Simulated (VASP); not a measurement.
# Ca (Pm-3m) in VASP: further runs

Runs on Ca. Level: PBE. Tasks: single point.

Program: VASP 6.6.1. These are calculated values, not measurements. Logs are shortened: lines on timing, memory, paths and dates and some standing lists are left out, and cuts for length are marked.

**1. The cell of the first run**

Symmetry: Pm-3m, No. 221, cubic system. Conventional cell: a = 3.475 Å, b = 3.475 Å, c = 3.475 Å, α = 90.00°, β = 90.00°, γ = 90.00°. Ca (site symmetry m-3m) has 6 Ca at 3.47 Å within 4.6 Å.

This isn't the form of Ca at room conditions, which is fcc.

**2. Single point, PBE**

Input file INCAR:

```
SYSTEM = Ca
PREC = Accurate
ENCUT = 520
EDIFF = 1E-6
ISMEAR = -1
SIGMA = 0.06122561905347299
LREAL = .False.
LASPH = .True.
NELM = 100
ALGO = Normal
ISIF = 2
LWAVE = .False.
LCHARG = .True.
GGA = PE
LELF = .True.
LVHAR = .True.
NBANDS = 11
```

Input file KPOINTS:

```
Automatic mesh
0
Gamma
  31 31 31
  0 0 0
```

Input file POSCAR:

```
Ca
1.0
    3.4748254447      0.0000000000      0.0000000000
    0.0000000000      3.4748254447      0.0000000000
    0.0000000000      0.0000000000      3.4748254447
Ca
1
Direct
    0.0000000000      0.0000000000      0.0000000000
```

Potentials or basis: VASP PAW PBE potentials, release 64 (Ca_sv).

The run is started by

```
> cat potpaw_PBE.64/Ca_sv/POTCAR > POTCAR
> mpirun -np 1 vasp_std > vasp.out
```

OUTCAR:

```text
SYSTEM = Ca
   PREC = Accurate
   ENCUT = 520
   EDIFF = 1E-6
   ISMEAR = -1
   LREAL = .False.
   LASPH = .True.
   NELM = 100
   ISIF = 2
   GGA = PE

 ion  position               nearest neighbor table
   1  0.000  0.000  0.000-

  LATTYP: Found a simple cubic cell.
 ALAT       =     3.4748254447

  Lattice vectors:

 A1 = (   3.4748254447,   0.0000000000,   0.0000000000)
 A2 = (   0.0000000000,   3.4748254447,   0.0000000000)
 A3 = (   0.0000000000,   0.0000000000,   3.4748254447)

Analysis of symmetry for initial positions (statically):
=====================================================================
 Subroutine PRICEL returns:
 Original cell was already a primitive cell.

 Routine SETGRP: Setting up the symmetry group for a
 simple cubic supercell.

 Subroutine GETGRP returns: Found 48 space group operations
 (whereof 48 operations were pure point group operations)
 out of a pool of 48 trial point group operations.

The static configuration has the point symmetry O_h .

Analysis of symmetry for dynamics (positions and initial velocities):
=====================================================================
 Subroutine PRICEL returns:
 Original cell was already a primitive cell.

 Routine SETGRP: Setting up the symmetry group for a
 simple cubic supercell.

 Subroutine GETGRP returns: Found 48 space group operations
 (whereof 48 operations were pure point group operations)
 out of a pool of 48 trial point group operations.

The dynamic configuration has the point symmetry O_h .

 Subroutine INISYM returns: Found 48 space group operations
 (whereof 48 operations are pure point group operations),
 and found     1 'primitive' translations

----------------------------------------------------------------------------------------

                                     Primitive cell

  volume of cell :      41.9565

  direct lattice vectors                    reciprocal lattice vectors
     3.474825445  0.000000000  0.000000000     0.287784240  0.000000000  0.000000000
     0.000000000  3.474825445  0.000000000     0.000000000  0.287784240  0.000000000
     0.000000000  0.000000000  3.474825445     0.000000000  0.000000000  0.287784240

  length of vectors
     3.474825445  3.474825445  3.474825445     0.287784240  0.287784240  0.287784240

  position of ions in fractional coordinates (direct lattice)
     0.000000000  0.000000000  0.000000000

[... 74 lines left out ...]
   NELM   =    100;   NELMIN=  2; NELMDL= -5     # of ELM steps
   EDIFF  = 0.1E-05   stopping-criterion for ELM
   LREAL  =      F    real-space projection
   EDIFFG = 0.1E-04   stopping-criterion for IOM
   NSW    =      0    number of steps for IOM
   IBRION =     -1    ionic relax: 0-MD 1-quasi-New 2-CG
   NFREE  =      0    steps in history (QN), initial steepest desc. (CG)
   ISIF   =      2    stress and relaxation
   ISYM   =      2    0-nonsym 1-usesym 2-fastsym
   POTIM  = 0.5000    time-step for ionic-motion
   TEBEG  =    0.0;   TEEND  =   0.0 temperature during run
   PSTRESS=    0.0 pullay stress
   NELECT =      10.0000    total number of electrons
   NUPDOWN=      -1.0000    fix difference up-down
   EMIN   =  10.00;   EMAX   =-10.00  energy-range for DOS
   EFERMI =   0.00;   METHOD = LEGACY
   ISMEAR =    -1;   SIGMA  =   0.06  broadening in eV -4-tet -1-fermi 0-gaus
   EFERMI_NEDOS =   21; number of points for ismear=-14 and -15
   IALGO  =     38    algorithm
   IMIX   =      4    mixing-type and parameters
     AMIX     =   0.40;   BMIX     =  1.00
     AMIX_MAG =   1.60;   BMIX_MAG =  1.00
  volume/ion in A,a.u.               =      41.96       283.14
  Fermi-wavevector in a.u.,A,eV,Ry     =   1.015021  1.918112 14.017651  1.030268
  Thomas-Fermi vector in A             =   2.148283
   LORBIT       =      0    0 simple, 1 ext, 2 COOP (PROOUT), +10 PAW based schemes
   GGA     = PE    functional components
   LHFCALC =     F    Hartree Fock is set to
   AEXX    =    0.0000 exact exchange contribution
   IVDW    =     0    specifies the selected vdW correction
   LEPSILON=     F    determine dielectric tensor
   LRPA    =     F    only Hartree local field effects (RPA)
 non-spin polarized calculation
  energy-cutoff  :      520.00
  volume of cell :       41.96
 maximum number of plane-waves:      1153
 NGX is ok and might be reduce to    28
   NGX = 13   NGY = 13   NGZ = 13

 number of electron      10.0000000 magnetization

 Free energy of the ion-electron system (eV)
  ---------------------------------------------------
  ext. energy  EPLUGINS =         0.00000000
  ---------------------------------------------------
  free energy    TOTEN  =        -1.54010797 eV

  energy without entropy =       -1.52852282  energy(sigma->0) =       -1.53431539

 E-fermi :   1.8895     XC(G=0):  -7.7300

 val. band max:        1.8844436512   @ k =   0.4194   0.0000   0.0000
 cond. band min:       1.8896386465   @ k =   0.4194   0.0323   0.0000
 fundamental gap:      0.0051949953
 Fermi energy:         1.8895236664

 k-point     1 :       0.0000    0.0000    0.0000
  band No.  band energies     occupation
      1     -40.2680      2.00000
      2     -21.1501      2.00000
      3     -21.1501      2.00000
      4     -21.1501      2.00000
      5      -1.9940      2.00000
      6       2.7182      0.00000
      7       2.7182      0.00000
      8       6.0706      0.00000
      9       6.0706      0.00000
     10       6.0706      0.00000
     11      10.6791      0.00000
[... 309 lines left out ...]
 k-point    24 :       0.2581    0.0323    0.0000
  band No.  band energies     occupation
      1     -40.2569      2.00000
      2     -21.2733      2.00000
      3     -21.1419      2.00000
      4     -21.1393      2.00000
      5      -1.0600      2.00000
      6       2.7672      0.00000
      7       2.9792      0.00000
      8       5.2914      0.00000
      9       5.3180      0.00000
     10       6.1157      0.00000
     11       7.8840      0.00000

 [... further k-points ...]
[... 5 lines left out ...]
  --------------------------------------------------------------------------------------
  -------------------------------------------------------------------------------------
  Total        0.1122000      0.1122000      0.1122000      0.0000000      0.0000000     -0.0000000
  in kB        4.2845428      4.2845428      4.2845428      0.0000000      0.0000000     -0.0000000
  external PRESSURE =       4.2845428 kB  Pullay stress =       0.0000000 kB

 VOLUME and BASIS-vectors are now :
 -----------------------------------------------------------------------------
  energy-cutoff  :      520.00
  volume of cell :       41.96
      direct lattice vectors                 reciprocal lattice vectors
     3.474825445  0.000000000  0.000000000     0.287784240  0.000000000  0.000000000
     0.000000000  3.474825445  0.000000000     0.000000000  0.287784240  0.000000000
     0.000000000  0.000000000  3.474825445     0.000000000  0.000000000  0.287784240

 POSITION                                       TOTAL-FORCE (eV/Angst)
 -----------------------------------------------------------------------------------
      0.00000      0.00000      0.00000         0.000000      0.000000      0.000000
 -----------------------------------------------------------------------------------
    total drift:                               -0.000000      0.000000     -0.000000

  FREE ENERGIE OF THE ION-ELECTRON SYSTEM (eV)
  ---------------------------------------------------
  free  energy   TOTEN  =        -1.5401079657 eV

  energy  without entropy=       -1.5285228199  energy(sigma->0) =       -1.53431539
```

Wall time 95 s (1 thread of Intel Xeon 6975P-C (Granite Rapids), shared host); peak memory 0.46 GiB.

Results:

| Item | Value |
| --- | --- |
| Free energy | -1.5401 eV |
| Pressure | 0.4 GPa |
| Band gap on the k mesh | zero (bands 5 and 6 overlap by 1.12 eV) |

Levels at points of the mesh, in eV from the Fermi level:
```tsv
k point	band 2	band 3	band 4	band 5	band 6	band 7	band 8	band 9
(0.00, 0.00, 0.00)	-23.04	-23.04	-23.04	-3.88	0.83	0.83	4.18	4.18
```

**3. Single point, PBE**

This run uses another cell than the first one, of 42.83 Å³/atom.

Input file INCAR:

```
SYSTEM = Ca
PREC     = Accurate       ! precision mode
ENCUT    = 520            ! plane-wave cutoff, eV
EDIFF    = 1E-6           ! SCF threshold, eV
ISMEAR   = -1             ! smearing method
SIGMA    = 0.06122561905347299 ! smearing width, eV
LREAL    = .False.        ! projectors in reciprocal space
LASPH    = .True.         ! aspherical terms in the spheres
NELM     = 80             ! most SCF steps
ALGO     = Normal         ! electronic algorithm
ISIF     = 2              ! what is computed and relaxed
LWAVE    = .False.        ! write WAVECAR
LCHARG   = .False.        ! write CHGCAR
GGA      = PE             ! functional
NBANDS   = 11             ! bands
```

Input file KPOINTS:

```
regular mesh
0
Gamma
  31 31 31
  0 0 0
```

Input file POSCAR:

```
Ca
1.0
    3.4987905154      0.0000000000      0.0000000000
    0.0000000000      3.4987905154      0.0000000000
    0.0000000000      0.0000000000      3.4987905154
Ca
1
Direct
    0.0000000000      0.0000000000      0.0000000000
```

Potentials or basis: VASP PAW PBE potentials, release 64 (Ca_sv).

The run is started by

```
> cat potpaw_PBE.64/Ca_sv/POTCAR > POTCAR
> mpirun -np 1 vasp_std > vasp.out
```

It took 93 s on 1 thread of Intel Xeon 6975P-C (Granite Rapids), shared host; peak memory 0.47 GiB.

The run converged. Its results:

- Free energy: -1.5420 eV
- Pressure: 0.2 GPa
- Band gap on the k mesh: zero (bands 5 and 6 overlap by 1.14 eV)

Levels at points of the mesh, in eV from the Fermi level:
```csv
k point,band 3,band 4,band 5,band 6,band 7,band 8
"(0.00, 0.00, 0.00)",-23.08,-23.08,-3.85,0.83,0.83,4.11
```

[end of part 1 of 2]
